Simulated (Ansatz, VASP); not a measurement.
## Ca2Cu5: VASP beside Ansatz

```
CELL_PARAMETERS angstrom
0.00000 4.02163 4.02163
4.02163 0.00000 4.02163
4.02163 4.02163 0.00000
ATOMIC_POSITIONS crystal
Ca 0.25000 0.25000 0.25000
Ca 0.75000 0.75000 0.75000
Cu 0.40325 0.40325 0.40325
Cu 0.40325 0.40325 0.79024
Cu 0.40325 0.79024 0.40325
Cu 0.79024 0.40325 0.40325
Cu 0.00000 0.00000 0.00000
```

Alike in both runs: task single point; functional PBE; k mesh 4 × 4 × 4; occupations gaussian, width 0.1 eV; no spin polarisation.

```csv
,VASP,Ansatz
version,VASP 6.6.1,Ansatz 0.2.0
potentials or method,"VASP PAW PBE potentials, release 64 (Ca_sv, Cu_sv_GW), cutoff 700 eV","scalar-relativistic, plane waves, PAW"
valence electrons in the cell,115,115
```

```csv
,VASP,Ansatz,Ansatz less VASP
gap on the k mesh at the Fermi level (eV),none,none,-
pressure (GPa),13.7,15.5,+1.79
rms of the force components (eV/Å),0.033,0.002,-0.0312
```

Atom by atom the forces differ by 0.031 eV/Å (rms over components). A gap of «none» marks a metal or a gap that the smearing closes.
